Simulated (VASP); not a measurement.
Wanted: the native input for a VASP 6.6.1 run.

| Property | Result |
| --- | --- |
| Task | single point |
| Functional | r2SCAN |
| Dispersion | rVV10 |
| Potentials or basis | VASP PAW PBE potentials, release 64 (Cd, Se) |
| Cutoff | 550 eV |
| k mesh | 6 × 6 × 4 |
| Occupations | gaussian, width 0.1 eV |
| Spin | no spin polarisation |
| Dipole correction | no |
| Further INCAR settings | ALGO = Normal; EDIFF = 1e-06; NBANDS = 26 |

CdSe:

```
Cd Se
1.0
     4.30000    0.00000    0.00000
    -2.15000    3.72391    0.00000
     0.00000    0.00000    7.02000
Cd Se
2 2
Direct
  0.33333 0.66667 0.00000
  0.66667 0.33333 0.50000
  0.33333 0.66667 0.38500
  0.66667 0.33333 0.88500
```

These files were run (other wordings do the same):

POSCAR

```
CdSe
1.0
    4.3000000000      0.0000000000      0.0000000000
   -2.1500000000      3.7239092363      0.0000000000
    0.0000000000      0.0000000000      7.0200000000
Cd Se
2 2
Direct
    0.3333333333      0.6666666667      0.0000000000
    0.6666666667      0.3333333333      0.5000000000
    0.3333333333      0.6666666667      0.3850000000
    0.6666666667      0.3333333333      0.8850000000
```

INCAR.step1

```
SYSTEM = CdSe
ALGO = Normal ; EDIFF = 1E-5
ENCUT = 550 ; GGA = PE
GGA_COMPAT = .False. ; ISMEAR = 0
LASPH = .True. ; LCHARG = .False.
LREAL = .False. ; LWAVE = .True.
NBANDS = 26 ; NELM = 120
PREC = Accurate ; SIGMA = 0.1
```

INCAR.step2

```
SYSTEM = CdSe
ALGO = Normal ; BPARAM = 11.95
CPARAM = 0.0093 ; EDIFF = 1E-6
ENCUT = 550 ; GGA_COMPAT = .False.
ISIF = 2 ; ISMEAR = 0
ISTART = 1 ; IVDW_NL = 2
LASPH = .True. ; LCHARG = .False.
LMIXTAU = .True. ; LREAL = .False.
LUSE_VDW = .True. ; LWAVE = .False.
METAGGA = R2SCAN ; NBANDS = 26
NELM = 120 ; PREC = Accurate
SIGMA = 0.1
```

KPOINTS

```
k-points
0
Gamma
  6 6 4
  0 0 0
```

Potentials or basis: VASP PAW PBE potentials, release 64 (Cd, Se).

Command:

```bash
$ cat potpaw_PBE.64/Cd/POTCAR potpaw_PBE.64/Se/POTCAR > POTCAR
$ cp INCAR.step1 INCAR
$ mpirun -np 1 vasp_std > vasp.out
$ cp INCAR.step2 INCAR
$ mpirun -np 1 vasp_std > vasp.out
```

It gave:

```json
{
  "Pressure": "1.1 GPa",
  "Largest force": "0.289 eV/Å",
  "Band gap on the k mesh": "1.13 eV"
}
```

Caveat: the PAW data sets were made with another functional, which shifts forces and pressure a little.

It took 4.6 min on 1 thread of Intel Xeon 8259CL, on a shared host, peak memory 0.56 GiB.
